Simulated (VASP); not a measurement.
A run of VASP 6.6.1 is set up as follows.

INCAR

```
SYSTEM = C
PREC     = Accurate       ! precision mode
ENCUT    = 520            ! plane-wave cutoff, eV
EDIFF    = 1E-7           ! SCF threshold, eV
ISMEAR   = 1              ! smearing method
SIGMA    = 0.15           ! smearing width, eV
LREAL    = .False.        ! projectors in reciprocal space
LASPH    = .True.         ! aspherical terms in the spheres
NELM     = 60             ! most SCF steps
ALGO     = Normal         ! electronic algorithm
ISIF     = 2              ! what is computed and relaxed
LWAVE    = .False.        ! write WAVECAR
LCHARG   = .False.        ! write CHGCAR
GGA      = CA             ! functional
NBANDS   = 11             ! bands
```

File KPOINTS:

```
Automatic mesh
0
Gamma
  7 7 7
  0 0 0
```

Contents of POSCAR:

```
C
1.0
    0.0000000000      2.1270000000      3.3480000000
    1.2280000000      0.0000000000      3.3480000000
    1.2280000000      2.1270000000      0.0000000000
C
2
Direct
    0.1666666667      0.8333333333      0.1666666667
    0.8333333333      0.1666666667      0.8333333333
```

Potentials or basis: VASP PAW LDA potentials, release 64 (C).

The run is started by

```console
$ cat potpaw_LDA.64/C/POTCAR > POTCAR
$ mpirun -np 1 vasp_std > vasp.out
```

Estimate the pressure.

-3.1 GPa.

What does it give for the band gap on the k mesh?

1.73 eV, indirect (least direct gap 1.82 eV).

Predict the largest force.

0.007 eV/Å.

Forces on the atoms (eV/Å):
```
C    0.000 -0.007  0.000
C    0.000  0.007  0.000
```

Caveat: the k points lie up to 0.44 Å⁻¹ apart. A k mesh can miss the band edges.
